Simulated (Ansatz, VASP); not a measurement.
## Ni in VASP and in Ansatz

The input INCAR:

```
PREC     = Accurate       # precision mode
ENCUT    = 520            # plane-wave cutoff, eV
EDIFF    = 1E-7           # SCF threshold, eV
ISMEAR   = 0              # smearing method
SIGMA    = 0.05           # smearing width, eV
LREAL    = False          # projectors in reciprocal space
LASPH    = True           # aspherical terms in the spheres
NELM     = 150            # most SCF steps
ALGO     = Fast           # electronic algorithm
ISIF     = 2              # what is computed and relaxed
LWAVE    = False          # write WAVECAR
LCHARG   = False          # write CHGCAR
ISPIN    = 2              # spin polarisation
MAGMOM   = 0.69           # initial moments
LORBIT   = 11             # projections on sites
LMAXMIX  = 4              # l up to which the mixer works
GGA      = PE             # functional
NBANDS   = 15             # bands
```

KPOINTS

```
regular mesh
0
Gamma
  10 10 10
```

File POSCAR:

```
Ni
1.0
   -1.4028443891      1.4028443891      1.4028443891
    1.4028443891     -1.4028443891      1.4028443891
    1.4028443891      1.4028443891     -1.4028443891
Ni
1
Direct
    0.0000000000      0.0000000000      0.0000000000
```

Input for Ansatz:

```yaml
crystal:
  lattice:
    - [-1.4028443891, 1.4028443891, 1.4028443891]
    - [1.4028443891, -1.4028443891, 1.4028443891]
    - [1.4028443891, 1.4028443891, -1.4028443891]
  atoms:
    - { symbol: Ni, position: [0.0, 0.0, 0.0], spin: 0.69 }
basis:
  ecutwfc: 420
  ecutrho_ratio: 4
kpoints:
  mp_grid: { grid: [10, 10, 10] }
hamiltonian:
  xc: pbe
scf:
  occupations: { method: gaussian, width: 0.05 }
output:
  forces: true
  stress: true
  eigenvalues: true
  populations: true
magnetization:
  spin_polarized: true
```

Alike in both runs: task single point; functional PBE; k mesh 10 × 10 × 10; occupations gaussian, width 0.05 eV; collinear spin.

|  | VASP | Ansatz |
| --- | --- | --- |
| version | VASP 6.6.1 | Ansatz 0.2.0 |
| potentials or method | VASP PAW PBE potentials, release 64 (Ni), cutoff 520 eV | scalar-relativistic, plane waves, PAW |
| valence electrons in the cell | 10 | 18 |

VASP gave:

| Quantity | Value |
| --- | --- |
| gap on the k mesh at the Fermi level (eV) | none |
| pressure (GPa) | -0.7 |
| net moment per atom (μB) | 0.59 |
| size of the moment on the site where the two differ most (μB) | 0.60 |

**Question.** What did Ansatz give for the same quantities?

**Answer.** gap on the k mesh at the Fermi level (eV): none; pressure (GPa): -0.5; net moment per atom (μB): 0.61; size of the moment on the site where the two differ most (μB): 0.64.

Site moments also hang on the region over which each program counts them. A gap of «none» marks a metal or a gap that the smearing closes. VASP's potentials hold 10 valence electrons a cell and Ansatz's 18, so a difference there can come from the potentials and not from the codes.
